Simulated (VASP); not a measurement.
# WC (Fm-3m) in VASP: a series of runs, part 2 of 2

VASP 6.6.1. The steps go on from the part before.

### 3 Single point, PBEsol+D4

This run uses another cell than the first one, of 10.15 Å³/atom, 1.024 times its volume.

INCAR reads:

```
SYSTEM = WC
ALGO = Normal
EDIFF = 1E-6
ENCUT = 910
GGA = PS
GGA_COMPAT = .False.
ISIF = 2
ISMEAR = -1
IVDW = 13
LASPH = .True.
LCHARG = .False.
LREAL = .False.
LWAVE = .False.
NBANDS = 16
NELM = 120
PREC = Accurate
SIGMA = 0.05
```

KPOINTS reads:

```
k-points
0
Gamma
  10 10 10
  0 0 0
```

POSCAR reads:

```
WC
1.0
    0.0000000000      2.1648775159      2.1648775159
    2.1648775159      0.0000000000      2.1648775159
    2.1648775159      2.1648775159      0.0000000000
W C
1 1
Direct
    0.0000000000      0.0000000000      0.0000000000
    0.5000000000      0.5000000000      0.5000000000
```

Potentials or basis: VASP PAW PBE potentials, release 64 (W_sv, C_h).

Started as:

```sh
$ cat potpaw_PBE.64/W_sv/POTCAR potpaw_PBE.64/C_h/POTCAR > POTCAR
$ mpirun -np 1 vasp_std > vasp.out
```

It took 20 s on 1 thread of AMD EPYC 9R45 (Zen 5), shared host; peak memory 0.17 GiB.

The run converged. Its results:

```yaml
Free_energy: -23.5958 eV
Pressure: 1.0 GPa
Band_gap_on_the_k_mesh: zero (band 9 reaches 14.32 eV, above the bottom of band 10 at 10.94 eV)
Dispersion_energy_per_atom: -0.289 eV
```

Levels at points of the mesh, in eV from the Fermi level:
| k point | band 5 | band 6 | band 7 | band 8 | band 9 | band 10 | band 11 | band 12 | band 13 | band 14 |
| --- | --- | --- | --- | --- | --- | --- | --- | --- | --- | --- |
| (0.00, 0.00, 0.00) | -16.17 | -2.96 | -2.96 | -2.96 | -1.16 | -1.16 | -1.16 | -1.06 | -1.06 | 6.91 |
| (0.50, 0.00, 0.00) | -11.26 | -10.20 | -6.91 | -6.91 | 1.08 | 1.08 | 2.44 | 4.90 | 9.19 | 9.19 |
| (0.50, 0.50, 0.00) | -13.92 | -6.15 | -5.73 | -2.60 | -2.60 | 0.87 | 2.39 | 2.39 | 5.75 | 7.75 |

Caveat: the cutoff is under 1.25 times the usual one of these potentials, so pressure, stress and relaxed cells hold a basis-set (Pulay) error; the PAW data sets were made with another functional, which shifts forces and pressure a little; spin-orbit coupling is left out, which moves the levels of the heavy elements; pairwise dispersion overbinds metals, which lowers pressure and volume.

### 4 Single point, RPBE+D3(BJ)

This run uses another cell than the first one, of 9.50 Å³/atom, 0.959 times its volume.

INCAR reads:

```
PREC = Accurate
ENCUT = 910
EDIFF = 1E-6
ISMEAR = -1
SIGMA = 0.05
LREAL = F
LASPH = T
NELM = 120
ALGO = Normal
ISIF = 2
LWAVE = F
LCHARG = T
GGA = RP
IVDW = 12
LELF = T
LVHAR = T
NBANDS = 16
GGA_COMPAT = F
```

KPOINTS reads:

```
Automatic mesh
0
Gamma
  10 10 10
```

POSCAR reads:

```
WC
1.0
    0.0000000000      2.1182677034      2.1182677034
    2.1182677034      0.0000000000      2.1182677034
    2.1182677034      2.1182677034      0.0000000000
W C
1 1
Direct
    0.0000000000      0.0000000000      0.0000000000
    0.5000000000      0.5000000000      0.5000000000
```

Started as:

```sh
$ cat potpaw_PBE.64/W_sv/POTCAR potpaw_PBE.64/C_h/POTCAR > POTCAR
$ mpirun -np 1 vasp_std > vasp.out
```

Wall time 19 s (1 thread of Intel Xeon 6975P-C (Granite Rapids), shared host); peak memory 0.2 GiB.

Results (log left out):

- Free energy: -26.1185 eV
- Pressure: 1.2 GPa
- Band gap on the k mesh: zero (band 9 reaches 15.79 eV, above the bottom of band 10 at 12.06 eV)
- Dispersion energy per atom: -2.955 eV

Levels at points of the mesh, in eV from the Fermi level:
```
           k point  band 5  band 6  band 7  band 8  band 9  band 10  band 11  band 12  band 13  band 14
(0.00, 0.00, 0.00)  -16.84   -3.21   -3.21   -3.21   -1.34    -1.34    -1.34    -1.12    -1.12     7.62
(0.50, 0.00, 0.00)  -11.53  -10.79   -7.42   -7.42    1.23     1.23     2.74     4.97     9.94     9.94
(0.50, 0.50, 0.00)  -14.61   -6.67   -5.90   -2.74   -2.74     1.01     2.68     2.68     6.48     8.65
```

Caveat: the cutoff is under 1.25 times the usual one of these potentials, so pressure, stress and relaxed cells hold a basis-set (Pulay) error; the PAW data sets were made with another functional, which shifts forces and pressure a little; spin-orbit coupling is left out, which moves the levels of the heavy elements; pairwise dispersion overbinds metals, which lowers pressure and volume.

### 5 Single point, LDA

This run uses another cell than the first one, of 10.54 Å³/atom, 1.064 times its volume.

INCAR reads:

```
PREC = Accurate ; ENCUT = 910
EDIFF = 1E-6 ; ISMEAR = -1
SIGMA = 0.05 ; LREAL = F
LASPH = T ; NELM = 120
ALGO = Normal ; ISIF = 2
LWAVE = F ; LCHARG = F
NBANDS = 16 ; GGA_COMPAT = F
```

KPOINTS reads:

```
regular mesh
0
Gamma
  10 10 10
```

POSCAR reads:

```
WC
1.0
    0.0000000000      2.1926840000      2.1926840000
    2.1926840000      0.0000000000      2.1926840000
    2.1926840000      2.1926840000      0.0000000000
W C
1 1
Direct
    0.0000000000      0.0000000000      0.0000000000
    0.5000000000      0.5000000000      0.5000000000
```

Potentials or basis: VASP PAW LDA potentials, release 64 (W_sv, C_h).

Started as:

```sh
$ cat potpaw_LDA.64/W_sv/POTCAR potpaw_LDA.64/C_h/POTCAR > POTCAR
$ mpirun -np 1 vasp_std > vasp.out
```

Wall time 9.7 s (1 thread of Intel Xeon 6975P-C (Granite Rapids), shared host); peak memory 0.18 GiB.

It converged, with:

| Quantity | Value |
| --- | --- |
| Free energy | -23.7990 eV |
| Pressure | -14.2 GPa |
| Band gap on the k mesh | zero (band 9 reaches 13.61 eV, above the bottom of band 10 at 10.45 eV) |

Levels at points of the mesh, in eV from the Fermi level:
| k point | band 6 | band 7 | band 8 | band 9 | band 10 | band 11 | band 12 | band 13 |
| --- | --- | --- | --- | --- | --- | --- | --- | --- |
| (0.00, 0.00, 0.00) | -2.80 | -2.80 | -2.80 | -1.07 | -1.07 | -1.07 | -1.02 | -1.02 |
| (0.50, 0.00, 0.00) | -9.78 | -6.60 | -6.60 | 0.98 | 0.98 | 2.28 | 5.00 | 8.71 |
| (0.50, 0.50, 0.00) | -5.80 | -5.52 | -2.48 | -2.48 | 0.79 | 2.21 | 2.21 | 5.41 |

Caveat: the cutoff is under 1.25 times the usual one of these potentials, so pressure, stress and relaxed cells hold a basis-set (Pulay) error; spin-orbit coupling is left out, which moves the levels of the heavy elements.

### 6 Single point, PBEsol

This run uses another cell than the first one, of 10.25 Å³/atom, 1.035 times its volume.

INCAR reads:

```
ALGO     = Normal         # electronic algorithm
EDIFF    = 1E-6           # SCF threshold, eV
ENCUT    = 910            # plane-wave cutoff, eV
GGA      = PS             # functional
GGA_COMPAT= False        
ISIF     = 2              # what is computed and relaxed
ISMEAR   = -1             # smearing method
LASPH    = True           # aspherical terms in the spheres
LCHARG   = False          # write CHGCAR
LREAL    = False          # projectors in reciprocal space
LWAVE    = False          # write WAVECAR
NBANDS   = 16             # bands
NELM     = 120            # most SCF steps
PREC     = Accurate       # precision mode
SIGMA    = 0.05           # smearing width, eV
```

KPOINTS reads:

```
k-points
0
Gamma
  10 10 10
```

POSCAR reads:

```
WC
1.0
    0.0000000000      2.1723968487      2.1723968487
    2.1723968487      0.0000000000      2.1723968487
    2.1723968487      2.1723968487      0.0000000000
W C
1 1
Direct
    0.0000000000      0.0000000000      0.0000000000
    0.5000000000      0.5000000000      0.5000000000
```

Potentials or basis: VASP PAW PBE potentials, release 64 (W_sv, C_h).

Started as:

```sh
$ cat potpaw_PBE.64/W_sv/POTCAR potpaw_PBE.64/C_h/POTCAR > POTCAR
$ mpirun -np 1 vasp_std > vasp.out
```

It used 44 s of CPU time on 1 thread of AMD EPYC 7R13 Processor (Zen 3), with other jobs on the host.

The run converged. Its results:

| Property | Result |
| --- | --- |
| Free energy | -23.0217 eV |
| Pressure | 1.0 GPa |
| Band gap on the k mesh | zero (band 9 reaches 14.13 eV, above the bottom of band 10 at 10.80 eV) |

Levels at points of the mesh, in eV from the Fermi level:
```
           k point  band 7  band 8  band 9  band 10  band 11  band 12
(0.00, 0.00, 0.00)   -2.92   -2.92   -1.14    -1.14    -1.14    -1.05
(0.50, 0.00, 0.00)   -6.83   -6.83    1.06     1.06     2.40     4.89
(0.50, 0.50, 0.00)   -5.71   -2.58   -2.58     0.85     2.34     2.34
```

Caveat: the cutoff is under 1.25 times the usual one of these potentials, so pressure, stress and relaxed cells hold a basis-set (Pulay) error; the PAW data sets were made with another functional, which shifts forces and pressure a little; spin-orbit coupling is left out, which moves the levels of the heavy elements.

### 7 Summary

```csv
level,potentials or basis,cell,k mesh,cutoff (eV),grid for exact exchange (PRECFOCK),second run,gap on the mesh (eV),pressure (GPa)
PBE0,"VASP PAW PBE potentials, release 64 (W_sv, C)","a = 3.038 Å, angles 60.0°, 2 atoms",6 × 6 × 6,520,Normal,-,none,15.6
PBEsol+D4,"VASP PAW PBE potentials, release 64 (W_sv, C_h)","a = 3.062 Å, angles 60.0°, 2 atoms",10 × 10 × 10,910,-,hard_potentials,none,1.0
RPBE+D3(BJ),"VASP PAW PBE potentials, release 64 (W_sv, C_h)","a = 2.996 Å, angles 60.0°, 2 atoms",10 × 10 × 10,910,-,hard_potentials,none,1.2
LDA,"VASP PAW LDA potentials, release 64 (W_sv, C_h)","a = 3.101 Å, angles 60.0°, 2 atoms",10 × 10 × 10,910,-,hard_potentials,none,-14.2
PBEsol,"VASP PAW PBE potentials, release 64 (W_sv, C_h)","a = 3.072 Å, angles 60.0°, 2 atoms",10 × 10 × 10,910,-,hard_potentials,none,1.0
```

Alike in all rows: task single point; no spin polarisation; smearing fermi-dirac 0.05 eV.

Caveats: some runs use coarse meshes; spin-orbit coupling is left out, which moves the levels of the heavy elements; the PAW data sets were made with another functional, which shifts forces and pressure a little (some runs); the cutoff is under 1.25 times the usual one of these potentials, so pressure, stress and relaxed cells hold a basis-set (Pulay) error (some runs); pairwise dispersion overbinds metals, which lowers pressure and volume (some runs).

Absolute energies hang on the potentials; compare differences alone.
